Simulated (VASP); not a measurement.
A run of VASP 6.6.1 is set up as follows.

File INCAR:

```
SYSTEM = Al
ALGO     = Normal         ! electronic algorithm
EDIFF    = 1E-7           ! SCF threshold, eV
ENCUT    = 520            ! plane-wave cutoff, eV
ISIF     = 2              ! what is computed and relaxed
ISMEAR   = -1             ! smearing method
LASPH    = .TRUE.         ! aspherical terms in the spheres
LCHARG   = .TRUE.         ! write CHGCAR
LELF     = .TRUE.         ! ELF
LREAL    = .FALSE.        ! projectors in reciprocal space
LVHAR    = .TRUE.       
LWAVE    = .FALSE.        ! write WAVECAR
NBANDS   = 10             ! bands
NELM     = 60             ! most SCF steps
PREC     = Accurate       ! precision mode
SIGMA    = 0.05           ! smearing width, eV
```

Contents of KPOINTS:

```
k-points
0
G
  14 14 7
  0 0 0
```

File POSCAR:

```
Al
1.0
    2.6545012986      0.0000002725      0.0000000000
   -1.3272508853      2.2988654227      0.0000000000
    0.0000000000      0.0000000000      4.4044043754
Al
2
Direct
    0.6666666667      0.3333333333      0.7500000000
    0.3333333333      0.6666666667      0.2500000000
```

Potentials or basis: VASP PAW LDA potentials, release 64 (Al).

Launch:

```bash
$ cat potpaw_LDA.64/Al/POTCAR > POTCAR
$ mpirun -np 1 vasp_std > vasp.out
```

Question: What does it give for the band gap on the k mesh?

Answer: Zero (bands 3 and 4 overlap by 6.46 eV).

Question: Estimate the pressure.

Answer: 20.2 GPa.

Caveat: the cell stands under pressure.
